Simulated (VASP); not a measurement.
Here is a VASP 6.6.1 calculation.

Contents of INCAR:

```
PREC     = Accurate       # precision mode
ENCUT    = 520            # plane-wave cutoff, eV
EDIFF    = 1E-6           # SCF threshold, eV
ISMEAR   = 0              # smearing method
SIGMA    = 0.05           # smearing width, eV
LREAL    = False          # projectors in reciprocal space
LASPH    = True           # aspherical terms in the spheres
NELM     = 150            # most SCF steps
ALGO     = Normal         # electronic algorithm
ISIF     = 2              # what is computed and relaxed
LWAVE    = False          # write WAVECAR
LCHARG   = False          # write CHGCAR
ISPIN    = 2              # spin polarisation
MAGMOM   = 1.41 -1.41 0 0 # initial moments
LORBIT   = 11             # projections on sites
LMAXMIX  = 4              # l up to which the mixer works
GGA      = PE             # functional
NBANDS   = 31             # bands
```

KPOINTS

```
regular mesh
0
Gamma
  10 10 5
```

POSCAR

```
NbTe
1.0
    0.0000000000      2.9137078165      2.9137078165
    5.8371207295      2.9137078165      2.9137078165
    5.8371207295      5.8274156330      0.0000000000
Nb Te
2 2
Direct
    0.5000000000      0.5000000000      0.0000000000
    0.5000000000      0.5000000000      0.5000000000
    0.0000000000      0.0000000000      0.0000000000
    0.0000000000      0.0000000000      0.5000000000
```

Potentials or basis: VASP PAW PBE potentials, release 64 (Nb_sv, Te).

Launch:

```sh
$ cat potpaw_PBE.64/Nb_sv/POTCAR potpaw_PBE.64/Te/POTCAR > POTCAR
$ mpirun -np 1 vasp_std > vasp.out
```

(1) Predict the band gap on the k mesh.

(2) Predict the pressure.

(3) Predict the net moment.

## Answers

(1) zero (filled and empty bands overlap).

(2) -2.8 GPa.

(3) 0.00 μB per cell.

Caveat: spin-orbit coupling is left out, which moves the levels of the heavy elements.
